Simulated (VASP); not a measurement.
# Pt in VASP: further runs

The runs below take Pt through single point, with LDA.

All numbers are computed with VASP 6.6.1; they aren't measurements. Logs are shortened: lines on timing, memory, paths and dates and some standing lists are left out, and cuts for length are marked.

### Step 1. The cell of the first run

The cell holds a slab with vacuum, 4 atoms: a = 2.753 Å, b = 2.753 Å, c = 21.841 Å, α = 90.00°, β = 90.00°, γ = 90.00°.

### Step 2. Single point, LDA

Contents of INCAR:

```
ALGO = Normal
DIPOL = 0.5 0.5 0.500
EDIFF = 1E-6
ENCUT = 520
GGA = CA
IDIPOL = 3
ISIF = 2
ISMEAR = -1
LASPH = T
LCHARG = F
LDIPOL = T
LREAL = F
LWAVE = F
NBANDS = 28
NELM = 100
PREC = Accurate
SIGMA = 0.05
```

Contents of KPOINTS:

```
k-points
0
Gamma
  15 15 1
```

Contents of POSCAR:

```
Pt
1.0
    2.7533987118      0.0000000000      0.0000000000
    0.0000000000      2.7533987118      0.0000000000
    0.0000000000      0.0000000000     21.8408000000
Pt
4
Direct
    0.2500000000      0.2500000000      0.3695088340
    0.7500000000      0.7500000000      0.4559661471
    0.2500000000      0.2500000000      0.5440338527
    0.7500000000      0.7500000000      0.6304911655
```

Potentials or basis: VASP PAW LDA potentials, release 64 (Pt).

The run is started by

```bash
cat potpaw_LDA.64/Pt/POTCAR > POTCAR
mpirun -np 1 vasp_std > vasp.out
```

OUTCAR:

```text
EDIFF = 1E-6
   ENCUT = 520
   GGA = CA
   ISIF = 2
   ISMEAR = -1
   LASPH = T
   LREAL = F
   NELM = 100
   PREC = Accurate

 ion  position               nearest neighbor table
   1  0.250  0.250  0.370-   2 2.71   2 2.71   2 2.71   2 2.71
   2  0.750  0.750  0.456-   1 2.71   1 2.71   1 2.71   1 2.71   3 2.74   3 2.74   3 2.74   3 2.74

   3  0.250  0.250  0.544-   4 2.71   4 2.71   4 2.71   4 2.71   2 2.74   2 2.74   2 2.74   2 2.74

   4  0.750  0.750  0.630-   3 2.71   3 2.71   3 2.71   3 2.71

  LATTYP: Found a simple tetragonal cell.
 ALAT       =     2.7533987118
 C/A-ratio  =     7.9323055925

  Lattice vectors:

 A1 = (   2.7533987118,   0.0000000000,   0.0000000000)
 A2 = (   0.0000000000,   2.7533987118,   0.0000000000)
 A3 = (   0.0000000000,   0.0000000000,  21.8408000000)

Analysis of symmetry for initial positions (statically):
=====================================================================
 Subroutine PRICEL returns:
 Original cell was already a primitive cell.

 Routine SETGRP: Setting up the symmetry group for a
 simple tetragonal supercell.

 Subroutine GETGRP returns: Found 16 space group operations
 (whereof  4 operations were pure point group operations)
 out of a pool of 16 trial point group operations.

The static configuration has the point symmetry C_2h.
 The point group associated with its full space group is D_4h.

Analysis of symmetry for dynamics (positions and initial velocities):
=====================================================================
 Subroutine PRICEL returns:
 Original cell was already a primitive cell.

 Routine SETGRP: Setting up the symmetry group for a
 simple tetragonal supercell.

 Subroutine GETGRP returns: Found 16 space group operations
 (whereof  4 operations were pure point group operations)
 out of a pool of 16 trial point group operations.

The dynamic configuration has the point symmetry C_2h.
 The point group associated with its full space group is D_4h.

 Subroutine INISYM returns: Found 16 space group operations
 (whereof  4 operations are pure point group operations),
 and found     1 'primitive' translations

----------------------------------------------------------------------------------------

                                     Primitive cell

  volume of cell :     165.5796

  direct lattice vectors                    reciprocal lattice vectors
     2.753398712  0.000000000  0.000000000     0.363187502  0.000000000  0.000000000
     0.000000000  2.753398712  0.000000000     0.000000000  0.363187502  0.000000000
     0.000000000  0.000000000 21.840800000     0.000000000  0.000000000  0.045785869

  length of vectors
     2.753398712  2.753398712 21.840800000     0.363187502  0.363187502  0.045785869

  position of ions in fractional coordinates (direct lattice)
     0.250000000  0.250000000  0.369508834
     0.750000000  0.750000000  0.455966147
     0.250000000  0.250000000  0.544033853
     0.750000000  0.750000000  0.630491165

  ion indices of the primitive-cell ions
   primitive index   ion index
                 1           1
                 2           2
                 3           3
                 4           4

----------------------------------------------------------------------------------------

 KPOINTS: k-points

Automatic generation of k-mesh.
 Grid dimensions read from file:
 generate k-points for:   15   15    1

 Generating k-lattice:

  Cartesian coordinates                     Fractional coordinates (reciprocal lattice)
     0.024212500  0.000000000  0.000000000     0.066666667  0.000000000  0.000000000
     0.000000000  0.024212500  0.000000000     0.000000000  0.066666667  0.000000000
     0.000000000  0.000000000  0.045785869     0.000000000  0.000000000  1.000000000

  Length of vectors
     0.024212500  0.024212500  0.045785869

  Shift w.r.t. Gamma in fractional coordinates (k-lattice)
     0.000000000  0.000000000  0.000000000

 Subroutine IBZKPT returns following result:
 ===========================================

 Found     36 irreducible k-points:

 Following reciprocal coordinates:
            Coordinates               Weight
  0.000000  0.000000  0.000000      1.000000
  0.066667  0.000000  0.000000      4.000000
  0.133333  0.000000  0.000000      4.000000
  0.200000  0.000000  0.000000      4.000000
  0.266667  0.000000  0.000000      4.000000
  0.333333  0.000000  0.000000      4.000000
[... 16 lines left out ...]
  0.266667  0.200000  0.000000      8.000000
  0.333333  0.200000  0.000000      8.000000
 [... further k-points ...]
   k-points           NKPTS =     36   k-points in BZ     NKDIM =     36   number of bands    NBANDS=     28
   number of dos      NEDOS =    301   number of ions     NIONS =      4
   total plane-waves  NPLWV =  64800
   dimension x,y,z NGX =    20 NGY =   20 NGZ =  162
   dimension x,y,z NGXF=    40 NGYF=   40 NGZF=  324
   ions per type =               4
   NGX,Y,Z   is equivalent  to a cutoff of  12.08, 12.08, 12.33 a.u.
   NGXF,Y,Z  is equivalent  to a cutoff of  24.15, 24.15, 24.66 a.u.
 SYSTEM =  unknown system
   PREC   = accura    normal or accurate (medium, high low for compatibility)
   ISTART =      0    job   : 0-new  1-cont  2-samecut
   ICHARG =      2    charge: 1-file 2-atom 10-const
   ISPIN  =      1    spin polarized calculation?
   LNONCOLLINEAR =      F non collinear calculations
   LSORBIT =      F    spin-orbit coupling
   LASPH  =      T    aspherical Exc in radial PAW
   ENCUT  =  520.0 eV  38.22 Ry    6.18 a.u.   5.12  5.12 40.61*2*pi/ulx,y,z
   NELM   =    100;   NELMIN=  2; NELMDL= -5     # of ELM steps
   EDIFF  = 0.1E-05   stopping-criterion for ELM
   LREAL  =      F    real-space projection
   EDIFFG = 0.1E-04   stopping-criterion for IOM
   NSW    =      0    number of steps for IOM
   IBRION =     -1    ionic relax: 0-MD 1-quasi-New 2-CG
   NFREE  =      0    steps in history (QN), initial steepest desc. (CG)
   ISIF   =      2    stress and relaxation
   ISYM   =      2    0-nonsym 1-usesym 2-fastsym
   POTIM  = 0.5000    time-step for ionic-motion
   TEBEG  =    0.0;   TEEND  =   0.0 temperature during run
   PSTRESS=    0.0 pullay stress
   NELECT =      40.0000    total number of electrons
   NUPDOWN=      -1.0000    fix difference up-down
   EMIN   =  10.00;   EMAX   =-10.00  energy-range for DOS
   EFERMI =   0.00;   METHOD = LEGACY
   ISMEAR =    -1;   SIGMA  =   0.05  broadening in eV -4-tet -1-fermi 0-gaus
   EFERMI_NEDOS =   21; number of points for ismear=-14 and -15
   IALGO  =     38    algorithm
   IMIX   =      4    mixing-type and parameters
     AMIX     =   0.40;   BMIX     =  1.00
     AMIX_MAG =   1.60;   BMIX_MAG =  1.00
  volume/ion in A,a.u.               =      41.39       279.35
  Fermi-wavevector in a.u.,A,eV,Ry     =   1.019591  1.926747 14.144146  1.039565
  Thomas-Fermi vector in A             =   2.153113
   LORBIT       =      0    0 simple, 1 ext, 2 COOP (PROOUT), +10 PAW based schemes
   GGA     = CA    functional components
   LHFCALC =     F    Hartree Fock is set to
   AEXX    =    0.0000 exact exchange contribution
   IVDW    =     0    specifies the selected vdW correction
   LEPSILON=     F    determine dielectric tensor
   LRPA    =     F    only Hartree local field effects (RPA)
 non-spin polarized calculation
  energy-cutoff  :      520.00
  volume of cell :      165.58
 maximum number of plane-waves:      4494
   NGX = 11   NGY = 11   NGZ = 81

 dipolmoment           0.000000      0.000000     -0.000000 electrons x Angstroem

 number of electron      39.9999999 magnetization

 dipolmoment           0.000000      0.000000      0.000000 electrons x Angstroem

 Free energy of the ion-electron system (eV)
  ---------------------------------------------------
  ext. energy  EPLUGINS =         0.00000000
  ---------------------------------------------------
  free energy    TOTEN  =       -27.79957328 eV

  energy without entropy =      -27.74558663  energy(sigma->0) =      -27.77257996

 E-fermi :   0.2391     XC(G=0):  -5.8555

 val. band max:        0.2252666691   @ k =   0.0667   0.0667   0.0000
 cond. band min:       0.2594122961   @ k =   0.4667   0.4000   0.0000
 fundamental gap:      0.0341456270
 Fermi energy:         0.2390607215

 k-point     1 :       0.0000    0.0000    0.0000
  band No.  band energies     occupation
      1      -9.6864      2.00000
      2      -7.8172      2.00000
      3      -6.7341      2.00000
      4      -6.4992      2.00000
      5      -6.2433      2.00000
      6      -5.5563      2.00000
[... 20 lines left out ...]
     27       6.1661      0.00000
     28       7.2251      0.00000

 k-point     2 :       0.0667    0.0000    0.0000
  band No.  band energies     occupation
      1      -9.5705      2.00000
      2      -7.7205      2.00000
      3      -6.6471      2.00000
      4      -6.4212      2.00000
      5      -6.1502      2.00000
      6      -5.4951      2.00000
[... 20 lines left out ...]
     27       6.2517      0.00000
     28       7.3258      0.00000

 k-point     3 :       0.1333    0.0000    0.0000
  band No.  band energies     occupation
      1      -9.2368      2.00000
      2      -7.4702      2.00000
      3      -6.4499      2.00000
      4      -6.1439      2.00000
      5      -5.9777      2.00000
      6      -5.2295      2.00000
[... 20 lines left out ...]
     27       6.5032      0.00000
     28       7.6285      0.00000

 k-point     4 :       0.2000    0.0000    0.0000
  band No.  band energies     occupation
      1      -8.7290      2.00000
      2      -7.1854      2.00000
      3      -6.2074      2.00000
      4      -5.9074      2.00000
      5      -5.6674      2.00000
      6      -4.6615      2.00000
[... 20 lines left out ...]
     27       6.8902      0.00000
     28       8.1241      0.00000

 k-point     5 :       0.2667    0.0000    0.0000
  band No.  band energies     occupation
      1      -8.1285      2.00000
      2      -7.0031      2.00000
      3      -5.9440      2.00000
      4      -5.9328      2.00000
      5      -5.1036      2.00000
      6      -4.0347      2.00000
[... 20 lines left out ...]
     27       7.5335      0.00000
     28       7.6648      0.00000

 k-point     6 :       0.3333    0.0000    0.0000
  band No.  band energies     occupation
      1      -7.5669      2.00000
      2      -6.9545      2.00000
      3      -5.9612      2.00000
      4      -5.7109      2.00000
      5      -4.6471      2.00000
      6      -3.8779      2.00000
[... 463 lines left out ...]
      5      -4.6074      2.00000
      6      -4.3469      2.00000
[... 20 lines left out ...]
     27       7.8339      0.00000
     28       8.5704      0.00000

 k-point    22 :       0.2000    0.2000    0.0000
  band No.  band energies     occupation
      1      -7.8036      2.00000
      2      -6.3014      2.00000
      3      -5.4889      2.00000
      4      -5.2429      2.00000
      5      -4.8956      2.00000
      6      -4.8566      2.00000
[... 20 lines left out ...]
     27       7.7541      0.00000
     28       9.0623      0.00000

 k-point    23 :       0.2667    0.2000    0.0000
  band No.  band energies     occupation
      1      -7.2556      2.00000
      2      -6.0467      2.00000
      3      -5.3254      2.00000
      4      -5.1674      2.00000
      5      -4.9951      2.00000
      6      -4.7984      2.00000
[... 20 lines left out ...]
     27       8.4026      0.00000
     28       8.7685      0.00000

 k-point    24 :       0.3333    0.2000    0.0000
  band No.  band energies     occupation
      1      -6.7676      2.00000
      2      -6.0935      2.00000
      3      -5.4819      2.00000
      4      -5.2425      2.00000
      5      -5.0354      2.00000
      6      -4.4046      2.00000
[... 20 lines left out ...]
     27       8.3772      0.00000
     28       8.9721      0.00000

 [... further k-points ...]

------------------------ aborting loop because EDIFF is reached ----------------------------------------

 vacuum level on the upper side and lower side of the slab       (xc-potential included)        -0.203        -0.203

  FORCE on cell =-STRESS in cart. coord.  units (eV):
  Direction    XX          YY          ZZ          XY          YZ          ZX
  --------------------------------------------------------------------------------------
  -------------------------------------------------------------------------------------
  Total       -3.1504205     -3.1504205      0.2130619      0.0000000      0.0000000     -0.0000000
  in kB      -30.4840287    -30.4840287      2.0616251      0.0000000      0.0000000     -0.0000000
  external PRESSURE =     -19.6354774 kB  Pullay stress =       0.0000000 kB

 VOLUME and BASIS-vectors are now :
 -----------------------------------------------------------------------------
  energy-cutoff  :      520.00
  volume of cell :      165.58
      direct lattice vectors                 reciprocal lattice vectors
     2.753398712  0.000000000  0.000000000     0.363187502  0.000000000  0.000000000
     0.000000000  2.753398712  0.000000000     0.000000000  0.363187502  0.000000000
     0.000000000  0.000000000 21.840800000     0.000000000  0.000000000  0.045785869

 POSITION                                       TOTAL-FORCE (eV/Angst)
 -----------------------------------------------------------------------------------
      0.68835      0.68835      8.07037         0.000000      0.000000     -0.045252
      2.06505      2.06505      9.95867         0.000000     -0.000000      0.002511
      0.68835      0.68835     11.88213        -0.000000     -0.000000     -0.002511
      2.06505      2.06505     13.77043         0.000000     -0.000000      0.045252
 -----------------------------------------------------------------------------------
    total drift:                               -0.000000     -0.000000      0.000013

  FREE ENERGIE OF THE ION-ELECTRON SYSTEM (eV)
  ---------------------------------------------------
  free  energy   TOTEN  =       -27.7995732815 eV

  energy  without entropy=      -27.7455866296  energy(sigma->0) =      -27.77257996

 vacuum level on the upper side and lower side of the slab         6.104         6.104
```

It took 1.8 min on 1 thread of Intel Xeon Platinum 8488C (Sapphire Rapids), shared host; peak memory 0.27 GiB.

Results:

| Quantity | Value |
| --- | --- |
| Free energy | -27.7996 eV |
| Largest force | 0.045 eV/Å |
| Band gap on the k mesh | zero (band 20 reaches 1.16 eV, above the bottom of band 21 at -0.40 eV) |

Forces on the atoms (eV/Å):
```
Pt   0.000  0.000 -0.045
Pt   0.000  0.000  0.003
Pt   0.000  0.000 -0.003
Pt   0.000  0.000  0.045
```

Levels at points of the mesh, in eV from the Fermi level:
```tsv
k point	band 18	band 19	band 20	band 21	band 22	band 23
(0.00, 0.00, 0.00)	-0.79	-0.79	-0.10	0.14	0.27	0.27
```

Caveat: spin-orbit coupling is left out, which moves the levels of the heavy elements.

### Step 3. Single point, LDA

Contents of INCAR:

```
SYSTEM = Pt
PREC = Accurate
ENCUT = 520
EDIFF = 1E-7
ISMEAR = -1
SIGMA = 0.05
LREAL = .False.
LASPH = .True.
NELM = 80
ALGO = Normal
ISIF = 2
LWAVE = .False.
LCHARG = .True.
LDIPOL = .True.
IDIPOL = 3
DIPOL = 0.5 0.5 0.500
LELF = .True.
LVHAR = .True.
LVACPOTAV = .True.
NBANDS = 28
```

Contents of KPOINTS:

```
Automatic mesh
0
Gamma
  15 15 1
  0 0 0
```

Changes to POSCAR since step 2:

```diff
@@ -9,3 +9,3 @@
     0.2500000000      0.2500000000      0.3695088340
-    0.7500000000      0.7500000000      0.4559661471
+    0.7500000000      0.7500000000      0.4559661472
     0.2500000000      0.2500000000      0.5440338527
```

Potentials or basis: VASP PAW LDA potentials, release 64 (Pt).

The run is started by

```bash
cat potpaw_LDA.64/Pt/POTCAR > POTCAR
mpirun -np 1 vasp_std > vasp.out
```

Wall time 2.6 min (1 thread of Intel Xeon Platinum 8488C (Sapphire Rapids), shared host); peak memory 0.28 GiB.

It converged, with:

```yaml
Free_energy: -27.7996 eV
Largest_force: 0.045 eV/Å
Band_gap_on_the_k_mesh: zero (band 20 reaches 1.16 eV, above the bottom of band 21 at -0.40 eV)
```

Forces on the atoms (eV/Å):
```
Pt   0.000  0.000 -0.045
Pt   0.000  0.000  0.002
Pt   0.000  0.000 -0.002
Pt   0.000  0.000  0.045
```

Levels at points of the mesh, in eV from the Fermi level:
```
           k point  band 16  band 17  band 18  band 19  band 20  band 21  band 22  band 23  band 24  band 25
(0.00, 0.00, 0.00)    -1.62    -0.94    -0.79    -0.79    -0.10     0.14     0.27     0.27     0.27     1.97
```

Caveat: spin-orbit coupling is left out, which moves the levels of the heavy elements.
